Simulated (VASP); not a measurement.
# Sn8HPt4 (a cell with a defect) in VASP: single point with LDA

Aim: the single point of Sn8HPt4 (a cell with a defect) with LDA.

All numbers are computed with VASP 6.6.1; they aren't measurements. Logs are shortened: lines on timing, memory, paths and dates and some standing lists are left out, and cuts for length are marked.

## 1. The cell of the first run

The cell holds a defect, 13 atoms: a = 6.425 Å, b = 6.425 Å, c = 6.425 Å, α = 90.00°, β = 90.00°, γ = 90.00°.

## 2. Single point, LDA

The input, INCAR:

```
PREC     = Accurate       # precision mode
ENCUT    = 520            # plane-wave cutoff, eV
EDIFF    = 1E-7           # SCF threshold, eV
ISMEAR   = -1             # smearing method
SIGMA    = 0.15           # smearing width, eV
LREAL    = F              # projectors in reciprocal space
LASPH    = T              # aspherical terms in the spheres
NELM     = 100            # most SCF steps
ALGO     = Normal         # electronic algorithm
ISIF     = 2              # what is computed and relaxed
LWAVE    = F              # write WAVECAR
LCHARG   = F              # write CHGCAR
NBANDS   = 88             # bands
```

The input, KPOINTS:

```
regular mesh
0
Gamma
  3 3 3
```

The input, POSCAR:

```
Sn8HPt4
1.0
    6.4250000000      0.0000000000      0.0000000000
    0.0000000000      6.4250000000      0.0000000000
    0.0000000000      0.0000000000      6.4250000000
Sn Pt H
8 4 1
Direct
    0.2322412503      0.2384273710      0.2388179848
    0.7756697822      0.7352427906      0.7356172636
    0.7286786694      0.7421187931      0.2387308283
    0.2255318395      0.2855418122      0.7356896497
    0.7286618751      0.2383694473      0.7424781006
    0.2255229997      0.7352761628      0.2859371327
    0.3211794697      0.8309887398      0.8313593816
    0.7215777212      0.2313699036      0.2317297079
   -0.0186224217     -0.0033175703     -0.0029554263
    0.4869045578      0.4911603731     -0.0029329424
    0.4869296950     -0.0033330946      0.4915142566
   -0.0345845461      0.4752694589      0.4757043466
    0.4871953079     -0.0029363875     -0.0025944837
```

Potentials or basis: VASP PAW LDA potentials, release 64 (Sn_d, Pt, H).

Launch:

```
> cat potpaw_LDA.64/Sn_d/POTCAR potpaw_LDA.64/Pt/POTCAR potpaw_LDA.64/H/POTCAR > POTCAR
> mpirun -np 1 vasp_std > vasp.out
```

OUTCAR:

```text
PREC = Accurate
   ENCUT = 520
   EDIFF = 1E-7
   ISMEAR = -1
   LREAL = F
   LASPH = T
   NELM = 100
   ISIF = 2

 ion  position               nearest neighbor table
   1  0.232  0.238  0.239-   9 2.72  12 2.75  11 2.78  10 2.78   8 3.14   6 3.21   4 3.21   4 3.25
                             6 3.25   8 3.28   7 3.75
   2  0.776  0.735  0.736-  12 2.66   9 2.72  11 2.95  10 2.95   7 3.05   5 3.21   3 3.21   3 3.25
                             5 3.25   7 3.61
   3  0.729  0.742  0.239-  10 2.72  12 2.75   9 2.78  11 2.78   8 3.14   6 3.21   2 3.21   2 3.25
                             6 3.25   8 3.28   7 3.75
   4  0.226  0.286  0.736-  12 2.66  10 2.72   9 2.95  11 2.95   7 3.05   1 3.21   5 3.21   1 3.25
                             5 3.25   7 3.61
   5  0.729  0.238  0.742-  11 2.72  12 2.75   9 2.78  10 2.78   8 3.14   2 3.21   4 3.21   2 3.25
                             4 3.25   8 3.28   7 3.75
   6  0.226  0.735  0.286-  12 2.66  11 2.72  10 2.95   9 2.95   7 3.05   1 3.21   3 3.21   1 3.25
                             3 3.25   7 3.61
   7  0.321  0.831  0.831-  13 1.85   9 2.65  10 2.65  11 2.65   2 3.05   4 3.05   6 3.05   6 3.61
                             4 3.61   2 3.61   5 3.75   3 3.75   1 3.75
   8  0.722  0.231  0.232-  10 2.71  11 2.71   9 2.71  12 2.71   3 3.14   5 3.14   1 3.14   1 3.28
                             5 3.28   3 3.28
   9  0.981  0.997  0.997-   7 2.65   8 2.71   2 2.72   1 2.72   3 2.78   5 2.78   4 2.95   6 2.95

  10  0.487  0.491  0.997-   7 2.65   8 2.71   4 2.72   3 2.72   5 2.78   1 2.78   2 2.95   6 2.95

  11  0.487  0.997  0.492-   7 2.65   8 2.71   6 2.72   5 2.72   3 2.78   1 2.78   2 2.95   4 2.95

  12  0.965  0.475  0.476-   2 2.66   4 2.66   6 2.66   8 2.71   5 2.75   1 2.75   3 2.75
  13  0.487  0.997  0.997-   7 1.85

  LATTYP: Found a simple cubic cell.
 ALAT       =     6.4250000000

  Lattice vectors:

 A1 = (   6.4250000000,   0.0000000000,   0.0000000000)
 A2 = (   0.0000000000,   6.4250000000,   0.0000000000)
 A3 = (   0.0000000000,   0.0000000000,   6.4250000000)

Analysis of symmetry for initial positions (statically):
=====================================================================
 Subroutine PRICEL returns:
 Original cell was already a primitive cell.

 Routine SETGRP: Setting up the symmetry group for a
 simple cubic supercell.

 Subroutine GETGRP returns: Found  1 space group operations
 (whereof  1 operations were pure point group operations)
 out of a pool of 48 trial point group operations.

The static configuration has the point symmetry C_1 .

Analysis of symmetry for dynamics (positions and initial velocities):
=====================================================================
 Subroutine PRICEL returns:
 Original cell was already a primitive cell.

 Routine SETGRP: Setting up the symmetry group for a
 simple cubic supercell.

 Subroutine GETGRP returns: Found  1 space group operations
 (whereof  1 operations were pure point group operations)
 out of a pool of 48 trial point group operations.

The dynamic configuration has the point symmetry C_1 .

 Subroutine INISYM returns: Found  1 space group operations
 (whereof  1 operations are pure point group operations),
 and found     1 'primitive' translations

----------------------------------------------------------------------------------------

                                     Primitive cell

  volume of cell :     265.2280

  direct lattice vectors                    reciprocal lattice vectors
     6.425000000  0.000000000  0.000000000     0.155642023  0.000000000  0.000000000
     0.000000000  6.425000000  0.000000000     0.000000000  0.155642023  0.000000000
     0.000000000  0.000000000  6.425000000     0.000000000  0.000000000  0.155642023

  length of vectors
     6.425000000  6.425000000  6.425000000     0.155642023  0.155642023  0.155642023

  position of ions in fractional coordinates (direct lattice)
     0.232241250  0.238427371  0.238817985
     0.775669782  0.735242791  0.735617264
     0.728678669  0.742118793  0.238730828
     0.225531840  0.285541812  0.735689650
     0.728661875  0.238369447  0.742478101
     0.225523000  0.735276163  0.285937133
     0.321179470  0.830988740  0.831359382
     0.721577721  0.231369904  0.231729708
     0.981377578  0.996682430  0.997044574
     0.486904558  0.491160373  0.997067058
     0.486929695  0.996666905  0.491514257
     0.965415454  0.475269459  0.475704347
     0.487195308  0.997063612  0.997405516

  ion indices of the primitive-cell ions
   primitive index   ion index
                 1           1
                 2           2
                 3           3
                 4           4
                 5           5
                 6           6
                 7           7
                 8           8
                 9           9
                10          10
                11          11
                12          12
                13          13

----------------------------------------------------------------------------------------

 KPOINTS: regular mesh

Automatic generation of k-mesh.
 Grid dimensions read from file:
 generate k-points for:    3    3    3

 Generating k-lattice:

  Cartesian coordinates                     Fractional coordinates (reciprocal lattice)
     0.051880674  0.000000000  0.000000000     0.333333333  0.000000000  0.000000000
     0.000000000  0.051880674  0.000000000     0.000000000  0.333333333  0.000000000
     0.000000000  0.000000000  0.051880674     0.000000000  0.000000000  0.333333333

  Length of vectors
     0.051880674  0.051880674  0.051880674

  Shift w.r.t. Gamma in fractional coordinates (k-lattice)
     0.000000000  0.000000000  0.000000000

 Subroutine IBZKPT returns following result:
 ===========================================

 Found     14 irreducible k-points:

 Following reciprocal coordinates:
            Coordinates               Weight
  0.000000  0.000000  0.000000      1.000000
  0.333333  0.000000  0.000000      2.000000
  0.000000  0.333333  0.000000      2.000000
  0.000000  0.000000  0.333333      2.000000
  0.333333  0.333333  0.000000      2.000000
  0.000000  0.333333  0.333333      2.000000
  0.333333  0.000000  0.333333      2.000000
 -0.333333  0.333333  0.000000      2.000000
 -0.333333  0.000000  0.333333      2.000000
  0.000000 -0.333333  0.333333      2.000000
  0.333333  0.333333  0.333333      2.000000
 -0.333333  0.333333  0.333333      2.000000
 -0.333333 -0.333333  0.333333      2.000000
  0.333333 -0.333333  0.333333      2.000000
   k-points           NKPTS =     14   k-points in BZ     NKDIM =     14   number of bands    NBANDS=     88
   number of dos      NEDOS =    301   number of ions     NIONS =     13
   total plane-waves  NPLWV = 110592
   dimension x,y,z NGX =    48 NGY =   48 NGZ =   48
   dimension x,y,z NGXF=    96 NGYF=   96 NGZF=   96
   ions per type =               8   4   1
   NGX,Y,Z   is equivalent  to a cutoff of  12.42, 12.42, 12.42 a.u.
   NGXF,Y,Z  is equivalent  to a cutoff of  24.84, 24.84, 24.84 a.u.
 SYSTEM =  unknown system
   PREC   = accura    normal or accurate (medium, high low for compatibility)
   ISTART =      0    job   : 0-new  1-cont  2-samecut
   ICHARG =      2    charge: 1-file 2-atom 10-const
   ISPIN  =      1    spin polarized calculation?
   LNONCOLLINEAR =      F non collinear calculations
   LSORBIT =      F    spin-orbit coupling
   LASPH  =      T    aspherical Exc in radial PAW
   ENCUT  =  520.0 eV  38.22 Ry    6.18 a.u.  11.95 11.95 11.95*2*pi/ulx,y,z
   NELM   =    100;   NELMIN=  2; NELMDL= -5     # of ELM steps
   EDIFF  = 0.1E-06   stopping-criterion for ELM
   LREAL  =      F    real-space projection
   EDIFFG = 0.1E-05   stopping-criterion for IOM
   NSW    =      0    number of steps for IOM
   IBRION =     -1    ionic relax: 0-MD 1-quasi-New 2-CG
   NFREE  =      0    steps in history (QN), initial steepest desc. (CG)
   ISIF   =      2    stress and relaxation
   ISYM   =      2    0-nonsym 1-usesym 2-fastsym
   POTIM  = 0.5000    time-step for ionic-motion
   TEBEG  =    0.0;   TEEND  =   0.0 temperature during run
   PSTRESS=    0.0 pullay stress
   NELECT =     153.0000    total number of electrons
   NUPDOWN=      -1.0000    fix difference up-down
   EMIN   =  10.00;   EMAX   =-10.00  energy-range for DOS
   EFERMI =   0.00;   METHOD = LEGACY
   ISMEAR =    -1;   SIGMA  =   0.15  broadening in eV -4-tet -1-fermi 0-gaus
   EFERMI_NEDOS =   21; number of points for ismear=-14 and -15
   IALGO  =     38    algorithm
   IMIX   =      4    mixing-type and parameters
     AMIX     =   0.40;   BMIX     =  1.00
     AMIX_MAG =   1.60;   BMIX_MAG =  1.00
  volume/ion in A,a.u.               =      20.40       137.68
  Fermi-wavevector in a.u.,A,eV,Ry     =   1.362800  2.575319 25.269070  1.857224
  Thomas-Fermi vector in A             =   2.489258
   LORBIT       =      0    0 simple, 1 ext, 2 COOP (PROOUT), +10 PAW based schemes
   GGA     = CA    functional components
   LHFCALC =     F    Hartree Fock is set to
   AEXX    =    0.0000 exact exchange contribution
   IVDW    =     0    specifies the selected vdW correction
   LEPSILON=     F    determine dielectric tensor
   LRPA    =     F    only Hartree local field effects (RPA)
 non-spin polarized calculation
  energy-cutoff  :      520.00
  volume of cell :      265.23
 maximum number of plane-waves:      7181
   NGX = 23   NGY = 23   NGZ = 23

 number of electron     152.9999997 magnetization

 Free energy of the ion-electron system (eV)
  ---------------------------------------------------
  ext. energy  EPLUGINS =         0.00000000
  ---------------------------------------------------
  free energy    TOTEN  =       -74.15189191 eV

  energy without entropy =      -73.81823241  energy(sigma->0) =      -73.98506216

 E-fermi :   9.3695     XC(G=0): -11.4343

 val. band max:        9.3296691348   @ k =  -0.3333   0.3333   0.3333
 cond. band min:       9.3844951457   @ k =   0.3333   0.0000   0.0000
 fundamental gap:      0.0548260108
 Fermi energy:         9.3694514799

 k-point     1 :       0.0000    0.0000    0.0000
  band No.  band energies     occupation
      1     -12.4955      2.00000
      2     -12.4954      2.00000
      3     -12.4525      2.00000
      4     -12.4286      2.00000
      5     -12.4252      2.00000
      6     -12.4251      2.00000
[... 80 lines left out ...]
     87      12.8379      0.00000
     88      13.3639      0.00000

 k-point     2 :       0.3333    0.0000    0.0000
  band No.  band energies     occupation
      1     -12.4926      2.00000
      2     -12.4506      2.00000
      3     -12.4389      2.00000
      4     -12.4219      2.00000
      5     -12.4153      2.00000
      6     -12.4035      2.00000
[... 1081 lines left out ...]
     87      12.6568      0.00000
     88      12.8838      0.00000

 k-point    14 :       0.3333   -0.3333    0.3333
  band No.  band energies     occupation
      1     -12.4182      2.00000
      2     -12.4161      2.00000
      3     -12.3958      2.00000
      4     -12.3864      2.00000
      5     -12.3832      2.00000
      6     -12.3802      2.00000
[... 80 lines left out ...]
     87      12.6568      0.00000
     88      12.8838      0.00000

------------------------ aborting loop because EDIFF is reached ----------------------------------------

  FORCE on cell =-STRESS in cart. coord.  units (eV):
  Direction    XX          YY          ZZ          XY          YZ          ZX
  --------------------------------------------------------------------------------------
  -------------------------------------------------------------------------------------
  Total        2.1167329      2.1163594      2.1159370     -0.4116395     -0.4056308     -0.4125415
  in kB       12.7866639     12.7844076     12.7818558     -2.4866134     -2.4503163     -2.4920622
  external PRESSURE =      12.7843091 kB  Pullay stress =       0.0000000 kB

 VOLUME and BASIS-vectors are now :
 -----------------------------------------------------------------------------
  energy-cutoff  :      520.00
  volume of cell :      265.23
      direct lattice vectors                 reciprocal lattice vectors
     6.425000000  0.000000000  0.000000000     0.155642023  0.000000000  0.000000000
     0.000000000  6.425000000  0.000000000     0.000000000  0.155642023  0.000000000
     0.000000000  0.000000000  6.425000000     0.000000000  0.000000000  0.155642023

 POSITION                                       TOTAL-FORCE (eV/Angst)
 -----------------------------------------------------------------------------------
      1.49215      1.53190      1.53441         0.015382     -0.013192     -0.012912
      4.98368      4.72393      4.72634        -0.036510      0.017765      0.017761
      4.68176      4.76811      1.53385        -0.014360      0.011996     -0.012133
      1.44904      1.83461      4.72681         0.014175     -0.037495      0.013631
      4.68165      1.53152      4.77042        -0.014884     -0.012850      0.013127
      1.44899      4.72415      1.83715         0.014249      0.013783     -0.037442
      2.06358      5.33910      5.34148         0.032027      0.031675      0.031501
      4.63614      1.48655      1.48886         0.029153      0.030781      0.030914
      6.30535      6.40368      6.40601         0.033142      0.007710      0.007629
      3.12836      3.15571      6.40616         0.008123      0.034458      0.008644
      3.12852      6.40358      3.15798         0.007575      0.008798      0.034917
      6.20279      3.05361      3.05640        -0.019371     -0.023627     -0.026160
      3.13023      6.40613      6.40833        -0.068700     -0.069804     -0.069478
 -----------------------------------------------------------------------------------
    total drift:                                0.000813      0.000672      0.000816

  FREE ENERGIE OF THE ION-ELECTRON SYSTEM (eV)
  ---------------------------------------------------
  free  energy   TOTEN  =       -74.1518919091 eV

  energy  without entropy=      -73.8182324050  energy(sigma->0) =      -73.98506216
```

It took 13 min on 1 thread of Intel Xeon 8259CL, shared host; peak memory 0.4 GiB.

What came out:

* Free energy: -74.1519 eV
* Pressure: 1.3 GPa
* Largest force: 0.120 eV/Å
* Band gap on the k mesh: zero (an odd number of electrons rules out a gap without spin polarisation)

Forces on the atoms (eV/Å):
```
Sn   0.015 -0.013 -0.013
Sn  -0.037  0.018  0.018
Sn  -0.014  0.012 -0.012
Sn   0.014 -0.037  0.014
Sn  -0.015 -0.013  0.013
Sn   0.014  0.014 -0.037
Sn   0.032  0.032  0.032
Sn   0.029  0.031  0.031
Pt   0.033  0.008  0.008
Pt   0.008  0.034  0.009
Pt   0.008  0.009  0.035
Pt  -0.019 -0.024 -0.026
H   -0.069 -0.070 -0.069
```

Caveat: spin-orbit coupling is left out, which moves the levels of the heavy elements.

The gap in the log of VASP goes by the Fermi energy; the results here count the filled bands.